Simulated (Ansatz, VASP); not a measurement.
**Two plane-wave programs on Ge**

```xyz
8
Lattice="4.0933 0.0000 0.0000 -2.0467 3.5449 0.0000 0.0000 0.0000 13.1580" Properties=species:S:1:pos:R:3 pbc="T T T"
Ge    0.0000    0.0000    5.3893
Ge    0.0000    0.0000    7.7687
Ge    0.0000    0.0000   11.9684
Ge    0.0000    0.0000    1.1897
Ge    0.0000    2.3633    4.5290
Ge    2.0467    1.1816    8.6290
Ge    2.0467    1.1816   11.1080
Ge    0.0000    2.3633    2.0500
```

Alike in both runs: task single point; functional PBE; k mesh 15 × 15 × 4; occupations gaussian, width 0.15 eV; no spin polarisation.

```csv
,VASP,Ansatz
version,VASP 6.6.1,Ansatz 0.2.0
potentials or method,"VASP PAW PBE potentials, release 64 (Ge_d), cutoff 520 eV","scalar-relativistic, plane waves, PAW"
valence electrons in the cell,112,112
```

|  | VASP | Ansatz | Ansatz less VASP |
| --- | --- | --- | --- |
| gap on the k mesh at the Fermi level (eV) | none | none | - |
| pressure (GPa) | 0.2 | 0.2 | -0.01 |
| traceless stress, the component that is largest in VASP (GPa) | 3.48 | 3.50 | +0.018 |
| rms of the force components (eV/Å) | 0.410 | 0.411 | +0.0011 |

Atom by atom the forces differ by 0.001 eV/Å (rms over components). A gap of «none» marks a metal or a gap that the smearing closes.
